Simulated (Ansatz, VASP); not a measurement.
## BiTe in VASP and in Ansatz

```xyz
2
Lattice="2.4223 1.3985 3.3133 -2.4223 1.3985 3.3133 0.0000 -2.7970 3.3133" Properties=species:S:1:pos:R:3 pbc="T T T"
Bi    0.0000    0.0000    4.9700
Te    0.0000    0.0000    0.0000
```

Alike in both runs: functional PBE; k mesh 12 × 12 × 12; occupations gaussian, width 0.1 eV; no spin polarisation.

Ansatz relaxed the structure, and its values are those at the end. VASP's run is a single point on that final structure, the one shown.

```csv
,VASP,Ansatz
version,VASP 6.6.1,Ansatz 0.2.0
potentials or method,"VASP PAW PBE potentials, release 64 (Bi_d, Te), cutoff 520 eV","scalar-relativistic, plane waves, PAW"
valence electrons in the cell,21,31
```

|  | VASP | Ansatz | Ansatz less VASP |
| --- | --- | --- | --- |
| gap on the k mesh at the Fermi level (eV) | none | none | - |
| pressure (GPa) | 0.0 | 0.0 | +0.06 |

A gap of «none» marks a metal or a gap that the smearing closes. VASP's potentials hold 21 valence electrons a cell and Ansatz's 31, so a difference there can come from the potentials and not from the codes.

Neither program's run includes spin-orbit coupling.
